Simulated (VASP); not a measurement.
Crystal: Sb.

```
Sb
1.0
     4.39960    0.00000    0.00000
    -2.19980    3.81017    0.00000
     0.00000    0.00000    7.25934
Sb
4
Cartesian
  0.0000 2.5401 3.1760
  2.1998 1.2701 6.8056
  2.1998 1.2701 4.0834
  0.0000 2.5401 0.4537
```

This isn't the form of Sb at room conditions, which is rhombohedral.

* Program: VASP 6.6.1
* Task: relaxation of cell and atoms
* Functional: PBEsol
* Potentials or basis: VASP PAW PBE potentials, release 64 (Sb)
* Cutoff: 600 eV
* k mesh: 6 × 6 × 4
* Occupations: gaussian, width 0.1 eV
* Spin: no spin polarisation

At the start: pressure 19.7 GPa; volume 30.42 Å³/atom.

Question: Where does the relaxation end?

Answer: Over 22 steps the energy falls by 622.1 meV/atom and the volume is 36.41 Å³/atom (+19.7 %); space group P6_3/mmc (No. 194, to 0.1 Å) before and after.

Step by step:
```tsv
step	energy change (eV)	largest force (eV/Å)	pressure (GPa)	volume (Å³)
1	0.0000	0.3662	19.73	121.69
2	-1.3643	0.0430	-4.91	200.27
3	-2.0403	0.0007	-0.11	163.71
4	-2.0401	0.0015	0.11	162.79
5	-2.0498	0.1089	0.16	162.71
6	-2.0573	0.3270	0.29	162.52
7	-2.0634	0.3388	0.20	162.92
8	-2.0809	0.3760	-0.08	164.07
9	-2.1098	0.4507	-0.63	166.28
10	-2.1210	0.5882	-1.72	170.23
11	-2.1238	0.5379	-1.19	168.42
12	-2.1301	0.5305	-1.23	168.40
13	-2.1481	0.5099	-1.35	168.31
14	-2.1795	0.4752	-1.63	168.05
15	-2.2233	0.4202	-2.25	167.27
16	-2.2921	0.3757	-2.00	163.62
17	-2.4222	0.3368	-0.74	152.88
18	-2.4238	0.3408	-0.03	148.78
19	-2.4807	0.1199	0.06	146.46
20	-2.4879	0.0415	0.21	145.26
21	-2.4879	0.0380	0.22	145.19
22	-2.4885	0.0242	0.05	145.65
```

Final structure:
```
CELL_PARAMETERS angstrom
5.17954 0.00000 0.00000
-2.58977 4.48562 0.00000
0.00000 0.00000 6.26908
ATOMIC_POSITIONS crystal
Sb 0.33333 0.66667 0.48318
Sb 0.66667 0.33333 0.98318
Sb 0.66667 0.33333 0.51682
Sb 0.33333 0.66667 0.01682
```

Caveat: the volume moved by over 15 % at a fixed basis, so the end points are rough; the PAW data sets were made with another functional, which shifts forces and pressure a little.
